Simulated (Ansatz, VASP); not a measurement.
Two plane-wave programs on Re3I

The input INCAR:

```
SYSTEM = Re3I
PREC     = Accurate       ! precision mode
ENCUT    = 600            ! plane-wave cutoff, eV
EDIFF    = 1E-6           ! SCF threshold, eV
ISMEAR   = 0              ! smearing method
SIGMA    = 0.1            ! smearing width, eV
LREAL    = .FALSE.        ! projectors in reciprocal space
LASPH    = .TRUE.         ! aspherical terms in the spheres
NELM     = 150            ! most SCF steps
ALGO     = Normal         ! electronic algorithm
ISIF     = 3              ! what is computed and relaxed
LWAVE    = .FALSE.        ! write WAVECAR
LCHARG   = .FALSE.        ! write CHGCAR
ISPIN    = 2              ! spin polarisation
MAGMOM   = 0.82 0.82 0.82 0 ! initial moments
LORBIT   = 11             ! projections on sites
LMAXMIX  = 4              ! l up to which the mixer works
GGA      = PE             ! functional
IBRION   = 2              ! ionic algorithm
NSW      = 90             ! ionic steps
EDIFFG   = -0.04          ! ionic threshold
```

File KPOINTS:

```
Automatic mesh
0
G
  4 4 4
  0 0 0
```

Contents of POSCAR:

```
Re3I
1.0
    4.3731807516      0.0000000000      0.0000000000
    0.0000000000      4.3731807516      0.0000000000
    0.0000000000      0.0000000000      4.3731807516
Re I
3 1
Direct
    0.0000000000      0.5000000000      0.5000000000
    0.5000000000      0.0000000000      0.5000000000
    0.5000000000      0.5000000000      0.0000000000
    0.0000000000      0.0000000000      0.0000000000
```

Input for Ansatz:

```yaml
crystal:
  lattice:
    - [4.3731807516, 0.0, 0.0]
    - [0.0, 4.3731807516, 0.0]
    - [0.0, 0.0, 4.3731807516]
  atoms:
    - { symbol: Re, position: [0.0, 0.5, 0.5], spin: 0.82 }
    - { symbol: Re, position: [0.5, 0.0, 0.5], spin: 0.82 }
    - { symbol: Re, position: [0.5, 0.5, 0.0], spin: 0.82 }
    - { symbol: I, position: [0.0, 0.0, 0.0] }
basis:
  ecutwfc: 420
kpoints:
  mp_grid: { grid: [4, 4, 4] }
hamiltonian:
  xc: pbe
scf:
  occupations: { method: gaussian, width: 0.1 }
  lower_state_search: "off"
output:
  forces: true
  stress: true
  eigenvalues: true
  populations: true
magnetization:
  spin_polarized: true
relax:
  adjacent_minimum: "off"
  f_tol: 0.04
  max_steps: 70
  cell: { stress_tol: 0.4 }
```

Alike in both runs: task relaxation of cell and atoms; functional PBE; k mesh 4 × 4 × 4; occupations gaussian, width 0.1 eV; collinear spin.

```csv
,VASP,Ansatz
version,VASP 6.6.1,Ansatz 0.2.0
potentials or method,"VASP PAW PBE potentials, release 64 (Re, I), cutoff 600 eV","scalar-relativistic, plane waves, PAW"
valence electrons in the cell,28,62
```

VASP gave:

```
gap on the k mesh at the Fermi level, each at its own relaxed structure (eV)  : none
net moment per atom (μB)                                                      : 0.00
size of the moment on the site where the two differ most (μB)                 : 0.00
relaxed volume (Å³/atom)                                                      : 16.92
relaxed length of the cell vector where the two differ most in proportion (Å) : 4.075
```

Problem. Estimate Ansatz's values.

Solution. gap on the k mesh at the Fermi level, each at its own relaxed structure (eV): none; net moment per atom (μB): 0.43; size of the moment on the site where the two differ most (μB): 0.48; relaxed volume (Å³/atom): 16.90; relaxed length of the cell vector where the two differ most in proportion (Å): 4.074.

The net moments are unlike, so the other rows may belong to different states. Site moments also hang on the region over which each program counts them. A gap of «none» marks a metal or a gap that the smearing closes. VASP's potentials hold 28 valence electrons a cell and Ansatz's 62, so a difference there can come from the potentials and not from the codes.

Neither program's run includes spin-orbit coupling. Noted on VASP's run: the volume moved by over 15 % at a fixed basis, so the end points are rough.
